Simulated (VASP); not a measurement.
A run of VASP 6.6.1 is set up as follows.

Contents of INCAR:

```
SYSTEM = Ru
ALGO = Normal ; EDIFF = 1E-6
ENCUT = 520 ; GGA = PE
ISIF = 2 ; ISMEAR = 1
LASPH = .TRUE. ; LCHARG = .TRUE.
LELF = .TRUE. ; LREAL = .FALSE.
LVHAR = .TRUE. ; LWAVE = .FALSE.
NBANDS = 21 ; NELM = 60
PREC = Accurate ; SIGMA = 0.1
```

Contents of KPOINTS:

```
k-points
0
G
  12 12 7
  0 0 0
```

The input POSCAR:

```
Ru
1.0
    2.7181650109      0.0000000000      0.0000000000
   -1.3590825054      2.3539999511      0.0000000000
    0.0000000000      0.0000000000      4.3010292252
Ru
2
Direct
    0.3333333333      0.6666666667      0.2500000000
    0.6666666667      0.3333333333      0.7500000000
```

Potentials or basis: VASP PAW PBE potentials, release 64 (Ru_pv).

Run with:

```bash
$ cat potpaw_PBE.64/Ru_pv/POTCAR > POTCAR
$ mpirun -np 1 vasp_std > vasp.out
```

**Question.** What does it give for the band gap on the k mesh?

**Answer.** Zero (band 14 reaches 13.98 eV, above the bottom of band 15 at 11.08 eV).

**Question.** Predict the pressure.

**Answer.** -0.1 GPa.

Stress tensor (GPa, compression positive):
```
-0.17  0.00  0.00
 0.00 -0.17  0.00
 0.00  0.00 -0.03
```
